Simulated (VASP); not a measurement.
Set up this calculation in VASP 6.6.1, as the native input.

```
Task                   : single point
Functional             : PBE
Potentials or basis    : VASP PAW PBE potentials, release 64 (Hf_pv, C)
Cutoff                 : 600 eV
k mesh                 : 6 × 6 × 6
Occupations            : gaussian, width 0.1 eV
Spin                   : no spin polarisation
Dipole correction      : no
Further INCAR settings : ALGO = Normal; EDIFF = 1e-06; NBANDS = 14
```

The structure of HfC (pbe) lies in POSCAR:

```
HfC
1.0
    0.0000000000      2.3171388400      2.3171388400
    2.3171388400      0.0000000000      2.3171388400
    2.3171388400      2.3171388400      0.0000000000
Hf C
1 1
Direct
    0.0000000000      0.0000000000      0.0000000000
    0.5000000000      0.5000000000      0.5000000000
```

One way to write it, as run:

INCAR

```
SYSTEM = HfC
  ALGO = Normal
  EDIFF = 1E-6
  ENCUT = 600
  GGA = PE
  GGA_COMPAT = .False.
  ISIF = 2
  ISMEAR = 0
  LASPH = .True.
  LCHARG = .False.
  LREAL = .False.
  LWAVE = .False.
  NBANDS = 14
  NELM = 120
  PREC = Accurate
  SIGMA = 0.1
```

KPOINTS

```
k-points
0
Gamma
  6 6 6
  0 0 0
```

Potentials or basis: VASP PAW PBE potentials, release 64 (Hf_pv, C).

Command:

```console
$ cat potpaw_PBE.64/Hf_pv/POTCAR potpaw_PBE.64/C/POTCAR > POTCAR
$ mpirun -np 1 vasp_std > vasp.out
```

Results of the run:

```json
{
 "Pressure": "2.0 GPa",
 "Band gap on the k mesh": "zero (band 7 reaches 7.05 eV, above the bottom of band 8 at 5.68 eV)"
}
```

Caveat: the k points lie up to 0.39 Å⁻¹ apart; spin-orbit coupling is left out, which moves the levels of the heavy elements.

Run time: 20 s on 1 thread of Intel Xeon 8259CL, on a shared host, peak memory 0.16 GiB.
